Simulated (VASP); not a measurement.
# SiO2 (P4_2/mnm) in VASP: notebook, part 2 of 2

VASP 6.6.1. The steps go on from the part before.

**4. Single point, LDA (6.92 Å³/atom)**

This run uses another cell than the first one, of 6.92 Å³/atom.

The input, INCAR:

```
SYSTEM = SiO2
PREC     = Accurate       ! precision mode
ENCUT    = 520            ! plane-wave cutoff, eV
EDIFF    = 1E-7           ! SCF threshold, eV
ISMEAR   = 0              ! smearing method
SIGMA    = 0.05           ! smearing width, eV
LREAL    = .FALSE.        ! projectors in reciprocal space
LASPH    = .TRUE.         ! aspherical terms in the spheres
NELM     = 80             ! most SCF steps
ALGO     = Normal         ! electronic algorithm
ISIF     = 2              ! what is computed and relaxed
LWAVE    = .FALSE.        ! write WAVECAR
LCHARG   = .FALSE.        ! write CHGCAR
GGA      = CA             ! functional
NBANDS   = 25             ! bands
```

The input, KPOINTS:

```
regular mesh
0
G
  6 6 10
  0 0 0
```

The input, POSCAR:

```
SiO2
1.0
    4.2690235807      0.0000000000      0.0000000000
    0.0000000000      4.2690235807      0.0000000000
    0.0000000000      0.0000000000      2.2792316897
Si O
2 4
Direct
    0.5000000000      0.5000000000      0.5000000000
    0.0000000000      0.0000000000      0.0000000000
    0.6944252994      0.6944252994      0.0000000000
    0.1944252994      0.8055747006      0.5000000000
    0.3055747006      0.3055747006      0.0000000000
    0.8055747006      0.1944252994      0.5000000000
```

Potentials or basis: VASP PAW LDA potentials, release 64 (Si, O).

Launch:

```sh
$ cat potpaw_LDA.64/Si/POTCAR potpaw_LDA.64/O/POTCAR > POTCAR
$ mpirun -np 1 vasp_std > vasp.out
```

OUTCAR:

```text
SYSTEM = SiO2
   PREC = Accurate
   ENCUT = 520
   EDIFF = 1E-7
   ISMEAR = 0
   LREAL = .FALSE.
   LASPH = .TRUE.
   NELM = 80
   ISIF = 2
   GGA = CA

 ion  position               nearest neighbor table
   1  0.500  0.500  0.500-   3 1.64   5 1.64   3 1.64   5 1.64   4 1.84   6 1.84
   2  0.000  0.000  0.000-   4 1.64   6 1.64   4 1.64   6 1.64   5 1.84   3 1.84
   3  0.694  0.694  0.000-   1 1.64   1 1.64   2 1.84
   4  0.194  0.806  0.500-   2 1.64   2 1.64   1 1.84
   5  0.306  0.306  0.000-   1 1.64   1 1.64   2 1.84
   6  0.806  0.194  0.500-   2 1.64   2 1.64   1 1.84

  LATTYP: Found a simple tetragonal cell.
 ALAT       =     4.2690235807
 C/A-ratio  =     0.5339000000

  Lattice vectors:

 A1 = (   4.2690235807,   0.0000000000,   0.0000000000)
 A2 = (   0.0000000000,   4.2690235807,   0.0000000000)
 A3 = (   0.0000000000,   0.0000000000,   2.2792316897)

Analysis of symmetry for initial positions (statically):
=====================================================================
 Subroutine PRICEL returns:
 Original cell was already a primitive cell.

 Routine SETGRP: Setting up the symmetry group for a
 simple tetragonal supercell.

 Subroutine GETGRP returns: Found 16 space group operations
 (whereof  8 operations were pure point group operations)
 out of a pool of 16 trial point group operations.

The static configuration has the point symmetry D_2h.
 The point group associated with its full space group is D_4h.

Analysis of symmetry for dynamics (positions and initial velocities):
=====================================================================
 Subroutine PRICEL returns:
 Original cell was already a primitive cell.

 Routine SETGRP: Setting up the symmetry group for a
 simple tetragonal supercell.

 Subroutine GETGRP returns: Found 16 space group operations
[... 126 lines left out ...]
   EFERMI =   0.00;   METHOD = LEGACY
   ISMEAR =     0;   SIGMA  =   0.05  broadening in eV -4-tet -1-fermi 0-gaus
   EFERMI_NEDOS =   21; number of points for ismear=-14 and -15
   IALGO  =     38    algorithm
   IMIX   =      4    mixing-type and parameters
     AMIX     =   0.40;   BMIX     =  1.00
     AMIX_MAG =   1.60;   BMIX_MAG =  1.00
  volume/ion in A,a.u.               =       6.92        46.72
  Fermi-wavevector in a.u.,A,eV,Ry     =   1.500754  2.836015 30.643910  2.252264
  Thomas-Fermi vector in A             =   2.612214
   LORBIT       =      0    0 simple, 1 ext, 2 COOP (PROOUT), +10 PAW based schemes
   GGA     = CA    functional components
   LHFCALC =     F    Hartree Fock is set to
   AEXX    =    0.0000 exact exchange contribution
   IVDW    =     0    specifies the selected vdW correction
   LEPSILON=     F    determine dielectric tensor
   LRPA    =     F    only Hartree local field effects (RPA)
 non-spin polarized calculation
 Gauss-broadening in eV      SIGMA  =   0.05
  energy-cutoff  :      520.00
  volume of cell :       41.54
 maximum number of plane-waves:      1152
 NGX is ok and might be reduce to    32
   NGX = 15   NGY = 15   NGZ =  9

 number of electron      32.0000049 magnetization

 Free energy of the ion-electron system (eV)
  ---------------------------------------------------
  ext. energy  EPLUGINS =         0.00000000
  ---------------------------------------------------
  free energy    TOTEN  =       -49.07014718 eV

  energy without entropy =      -49.07014718  energy(sigma->0) =      -49.07014718

 E-fermi :   9.3703     XC(G=0): -13.2621

 val. band max:        9.1433562145   @ k =   0.0000   0.0000   0.0000
 cond. band min:      16.4038536019   @ k =   0.0000   0.0000   0.0000
 fundamental gap:      7.2604973875
 Fermi energy:         9.3703221474

 k-point     1 :       0.0000    0.0000    0.0000
  band No.  band energies     occupation
      1     -14.3388      2.00000
      2     -10.6183      2.00000
      3     -10.4942      2.00000
      4     -10.4942      2.00000
      5      -2.2087      2.00000
      6       1.3784      2.00000
[... 661 lines left out ...]
     24      24.5004      0.00000
     25      25.7713      0.00000

 [... further k-points ...]
[... 5 lines left out ...]
  --------------------------------------------------------------------------------------
  -------------------------------------------------------------------------------------
  Total        3.6583481      3.6583481     41.8989272      0.0000000      0.0000000      0.0000000
  in kB      141.1074786    141.1074786   1616.0987842      0.0000000      0.0000000      0.0000000
  external PRESSURE =     632.7712471 kB  Pullay stress =       0.0000000 kB

 VOLUME and BASIS-vectors are now :
 -----------------------------------------------------------------------------
  energy-cutoff  :      520.00
  volume of cell :       41.54
      direct lattice vectors                 reciprocal lattice vectors
     4.269023581  0.000000000  0.000000000     0.234245602  0.000000000  0.000000000
     0.000000000  4.269023581  0.000000000     0.000000000  0.234245602  0.000000000
     0.000000000  0.000000000  2.279231690     0.000000000  0.000000000  0.438744339

 POSITION                                       TOTAL-FORCE (eV/Angst)
 -----------------------------------------------------------------------------------
      2.13451      2.13451      1.13962         0.000000      0.000000     -0.000000
      0.00000      0.00000      0.00000         0.000000      0.000000     -0.000000
      2.96452      2.96452      0.00000         0.324664      0.324664     -0.000000
      0.83001      3.43902      1.13962         0.324664     -0.324664     -0.000000
      1.30451      1.30451      0.00000        -0.324664     -0.324664      0.000000
      3.43902      0.83001      1.13962        -0.324664      0.324664     -0.000000
 -----------------------------------------------------------------------------------
    total drift:                                0.000000      0.000000     -0.000000

  FREE ENERGIE OF THE ION-ELECTRON SYSTEM (eV)
  ---------------------------------------------------
  free  energy   TOTEN  =       -49.0701471773 eV

  energy  without entropy=      -49.0701471773  energy(sigma->0) =      -49.07014718
```

stdout:

```text
POSCAR found type information on POSCAR SiO
 POSCAR found :  2 types and       6 ions
 scaLAPACK will be used
 LDA part: xc-table for (Slater(with rela. corr.)+CA(PZ))
 , standard interpolation
 POSCAR, INCAR and KPOINTS ok, starting setup
 FFT: planning ... GRIDC
 FFT: planning ... GRID_SOFT
 FFT: planning ... GRID
 WAVECAR not read
 entering main loop
```

Run time: 70 s. Hardware: 1 thread of Intel Xeon 8259CL, shared host; peak memory 0.16 GiB.

What came out:

| Quantity | Value |
| --- | --- |
| Free energy | -49.0701 eV |
| Pressure | 63.3 GPa |
| Largest force | 0.459 eV/Å |
| Band gap on the k mesh | 7.26 eV |

Forces on the atoms (eV/Å):
```
Si   0.000  0.000  0.000
Si   0.000  0.000  0.000
O    0.325  0.325  0.000
O    0.325 -0.325  0.000
O   -0.325 -0.325  0.000
O   -0.325  0.325  0.000
```

Levels at points of the mesh, in eV from the valence-band top:
| k point | band 12 | band 13 | band 14 | band 15 | band 16 | band 17 | band 18 | band 19 | band 20 | band 21 |
| --- | --- | --- | --- | --- | --- | --- | --- | --- | --- | --- |
| (0.00, 0.00, 0.00) | -1.62 | -1.03 | -1.03 | -0.89 | 0.00 | 7.26 | 10.48 | 11.32 | 11.42 | 11.42 |
| (0.50, 0.00, 0.00) | -2.32 | -1.31 | -1.31 | -1.24 | -1.24 | 9.10 | 9.10 | 11.96 | 11.96 | 12.90 |
| (0.50, 0.50, 0.00) | -2.43 | -1.93 | -1.93 | -1.68 | -1.68 | 9.83 | 9.83 | 11.18 | 11.18 | 14.02 |
| (0.00, 0.00, 0.50) | -4.96 | -2.73 | -2.73 | -2.67 | -2.67 | 10.33 | 10.33 | 12.74 | 12.74 | 12.93 |
| (0.50, 0.00, 0.50) | -4.25 | -2.51 | -2.51 | -1.65 | -1.65 | 9.51 | 9.51 | 9.69 | 9.69 | 12.70 |
| (0.50, 0.50, 0.50) | -4.90 | -2.02 | -2.02 | -1.42 | -1.42 | 7.94 | 7.94 | 11.24 | 11.24 | 11.45 |

Caveat: the cell stands under pressure.

**5. Single point, LDA (6.92 Å³/atom)**

This run uses another cell than the first one, of 6.92 Å³/atom.

The input, INCAR:

```
SYSTEM = SiO2
PREC = Accurate ; ENCUT = 520
EDIFF = 1E-6 ; ISMEAR = 0
SIGMA = 0.05 ; LREAL = .False.
LASPH = .True. ; NELM = 80
ALGO = Normal ; ISIF = 2
LWAVE = .False. ; LCHARG = .False.
GGA = CA ; NBANDS = 25
```

The input, KPOINTS:

```
Automatic mesh
0
Gamma
  6 6 10
  0 0 0
```

Changes to POSCAR since step 4:

```diff
@@ -2,5 +2,5 @@
 1.0
-    4.2690235807      0.0000000000      0.0000000000
-    0.0000000000      4.2690235807      0.0000000000
-    0.0000000000      0.0000000000      2.2792316897
+    4.1667182160      0.0000000000      0.0000000000
+    0.0000000000      4.1667182160      0.0000000000
+    0.0000000000      0.0000000000      2.3925295996
 Si O
```

Potentials or basis: VASP PAW LDA potentials, release 64 (Si, O).

Launch:

```sh
$ cat potpaw_LDA.64/Si/POTCAR potpaw_LDA.64/O/POTCAR > POTCAR
$ mpirun -np 1 vasp_std > vasp.out
```

OUTCAR:

```text
SYSTEM = SiO2
   PREC = Accurate
   ENCUT = 520
   EDIFF = 1E-6
   ISMEAR = 0
   LREAL = .False.
   LASPH = .True.
   NELM = 80
   ISIF = 2
   GGA = CA

 ion  position               nearest neighbor table
   1  0.500  0.500  0.500-   3 1.66   5 1.66   3 1.66   5 1.66   4 1.80   6 1.80
   2  0.000  0.000  0.000-   4 1.66   6 1.66   4 1.66   6 1.66   5 1.80   3 1.80
   3  0.694  0.694  0.000-   1 1.66   1 1.66   2 1.80
   4  0.194  0.806  0.500-   2 1.66   2 1.66   1 1.80
   5  0.306  0.306  0.000-   1 1.66   1 1.66   2 1.80
   6  0.806  0.194  0.500-   2 1.66   2 1.66   1 1.80

[... 881 lines left out ...]
  -------------------------------------------------------------------------------------
  Total        6.3370442      6.3370442     28.5207802     -0.0000000      0.0000000      0.0000000
  in kB      244.4284398    244.4284398   1100.0854046     -0.0000000      0.0000000      0.0000000
  external PRESSURE =     529.6474281 kB  Pullay stress =       0.0000000 kB

 VOLUME and BASIS-vectors are now :
 -----------------------------------------------------------------------------
  energy-cutoff  :      520.00
  volume of cell :       41.54
      direct lattice vectors                 reciprocal lattice vectors
     4.166718216  0.000000000  0.000000000     0.239997031  0.000000000  0.000000000
     0.000000000  4.166718216  0.000000000     0.000000000  0.239997031  0.000000000
     0.000000000  0.000000000  2.392529600     0.000000000  0.000000000  0.417967661

 POSITION                                       TOTAL-FORCE (eV/Angst)
 -----------------------------------------------------------------------------------
      2.08336      2.08336      1.19626         0.000000      0.000000     -0.000000
      0.00000      0.00000      0.00000         0.000000      0.000000     -0.000000
      2.89347      2.89347      0.00000         0.466529      0.466529     -0.000000
      0.81012      3.35660      1.19626         0.466529     -0.466529      0.000000
      1.27324      1.27324      0.00000        -0.466529     -0.466529      0.000000
      3.35660      0.81012      1.19626        -0.466529      0.466529     -0.000000
 -----------------------------------------------------------------------------------
    total drift:                                0.000000      0.000000     -0.000000

  FREE ENERGIE OF THE ION-ELECTRON SYSTEM (eV)
  ---------------------------------------------------
  free  energy   TOTEN  =       -50.5251997865 eV

  energy  without entropy=      -50.5251997865  energy(sigma->0) =      -50.52519979
```

It took 56 s on 1 thread of Intel Xeon 8259CL, shared host; peak memory 0.16 GiB.

Results:

- Free energy: -50.5252 eV
- Pressure: 53.0 GPa
- Largest force: 0.660 eV/Å
- Band gap on the k mesh: 7.80 eV

Forces on the atoms (eV/Å):
```
Si   0.000  0.000  0.000
Si   0.000  0.000  0.000
O    0.467  0.467  0.000
O    0.467 -0.467  0.000
O   -0.467 -0.467  0.000
O   -0.467  0.467  0.000
```

Stress tensor (GPa, compression positive):
```
 24.44   0.00   0.00
  0.00  24.44   0.00
  0.00   0.00 110.01
```

Caveat: the cell stands under pressure. A k mesh can miss the band edges.

**6. Summary**

| potentials or basis | cell | cutoff (eV) | gap on the mesh (eV) | pressure (GPa) | largest force (eV/Å) |
| --- | --- | --- | --- | --- | --- |
| VASP PAW LDA potentials, release 64 (Si, O_h) | a = 4.552, b = 4.552, c = 2.430 Å, 6 atoms | 910 | 4.34 | -11.9 | 2.20 |
| VASP PAW LDA potentials, release 64 (Si, O_h) | a = 4.302, b = 4.302, c = 2.562 Å, 6 atoms | 910 | 5.44 | -5.4 | 0.68 |
| VASP PAW LDA potentials, release 64 (Si, O) | a = 4.269, b = 4.269, c = 2.279 Å, 6 atoms | 520 | 7.26 | 63.3 | 0.46 |
| VASP PAW LDA potentials, release 64 (Si, O) | a = 4.167, b = 4.167, c = 2.393 Å, 6 atoms | 520 | 7.80 | 53.0 | 0.66 |

Alike in all rows: task single point; level LDA; no spin polarisation; k mesh 6 × 6 × 10; smearing gaussian 0.05 eV.

Caveats: the cutoff is under 1.25 times the usual one of these potentials, so pressure, stress and relaxed cells hold a basis-set (Pulay) error (at least some runs); the cell stands under tension (at least some runs); the cell stands under pressure (at least some runs); forces of over 1 eV/Å act on the atoms, so gaps and moduli don't describe the material at rest (at least some runs).

Absolute energies hang on the potentials; compare differences alone.
